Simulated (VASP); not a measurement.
**AlN: single point with PBE**

AlN:

```
CELL_PARAMETERS angstrom
1.91969 -4.48073 0.00000
1.91969 4.48073 0.00000
-1.91969 0.00000 3.66736
ATOMIC_POSITIONS crystal
Al 0.12723 0.12723 0.25447
Al 0.87277 0.87277 0.74553
Al 0.35414 0.64586 0.50000
N 0.14586 0.85414 0.50000
N 0.64586 0.35414 0.50000
N 0.85414 0.14586 0.50000
```

The cell was built from a structure type or drawn by symmetry, and may not be a known phase.

| Property | Result |
| --- | --- |
| Program | VASP 6.6.1 |
| Task | single point |
| Functional | PBE |
| Potentials or basis | VASP PAW PBE potentials, release 64 (Al, N) |
| Cutoff | 520 eV |
| k mesh | 6 × 6 × 6 |
| Occupations | gaussian, width 0.1 eV |
| Spin | collinear spin, ferromagnetic start |
| Starting moments | [0.0, 0.0, 0.0, 1.0, 1.0, 1.0] μB |
| Dipole correction | no |
| Further INCAR settings | ALGO = Normal; EDIFF = 1e-06; NBANDS = 25 |

```
Pressure                                              : 77.7 GPa
Largest force                                         : 18.508 eV/Å
Band gap on the k mesh                                : zero (filled and empty bands overlap)
Net moment                                            : 0.00 μB per cell
Valence electrons inside the program's atomic spheres : Al 1.19, 1.07 (each value once); N 3.74, 3.59, 3.81
```

Forces on the atoms (eV/Å):
```
Al  -7.043 -8.800  5.685
Al   7.043 -8.800 -5.685
Al   0.000 18.508  0.000
N    0.000 -1.163  0.000
N    0.000 -1.463  0.000
N    0.000  1.718  0.000
```

Stress tensor (GPa, compression positive):
```
 59.55   0.00  25.47
  0.00  71.22   0.00
 25.47   0.00 102.46
```

Levels at points of the mesh, in eV from the Fermi level:
Spin up:
```
           k point  band 8  band 9  band 10  band 11  band 12  band 13  band 14  band 15  band 16  band 17
(0.00, 0.00, 0.00)   -4.85   -2.96    -2.43    -1.32    -0.05     1.59     1.76     3.30     5.37     5.72
(0.50, 0.00, 0.00)   -4.61   -2.93    -2.28    -0.93    -0.42     0.13     1.71     2.30     4.32     6.07
(0.00, 0.50, 0.50)   -4.16   -2.89    -1.68    -0.90    -0.37     0.16     0.65     2.65     4.30     5.21
(0.50, 0.50, 0.00)   -4.02   -3.54    -3.49    -1.53    -1.31    -0.40     2.16     3.22     5.12     5.74
(0.00, 0.00, 0.50)   -4.63   -3.74    -1.12    -0.71    -0.35     1.76     3.22     5.54     5.64     5.78
(0.50, 0.50, 0.50)   -4.78   -4.68    -2.59    -0.70     0.36     0.40     3.67     5.28     5.75     5.81
```
Spin down:
```
           k point  band 9  band 10  band 11  band 12  band 13  band 14  band 15  band 16
(0.00, 0.00, 0.00)   -2.96    -2.44    -1.32    -0.05     1.59     1.76     3.30     5.37
(0.50, 0.00, 0.00)   -2.93    -2.28    -0.93    -0.42     0.13     1.71     2.30     4.32
(0.00, 0.50, 0.50)   -2.89    -1.68    -0.90    -0.37     0.16     0.65     2.65     4.30
(0.50, 0.50, 0.00)   -3.54    -3.49    -1.53    -1.31    -0.40     2.16     3.22     5.12
(0.00, 0.00, 0.50)   -3.74    -1.12    -0.71    -0.35     1.76     3.22     5.54     5.64
(0.50, 0.50, 0.50)   -4.68    -2.59    -0.70     0.36     0.40     3.67     5.28     5.75
```

Run time: 2.8 min on 1 thread of AMD EPYC 9R45 96-Core Processor (Zen 5) (shared host), peak memory 0.28 GiB.

Caveat: the cell stands under pressure; semilocal functionals underestimate gaps, so a narrow gap can read as zero; forces of over 1 eV/Å act on the atoms, so gaps and moduli don't describe the material at rest.
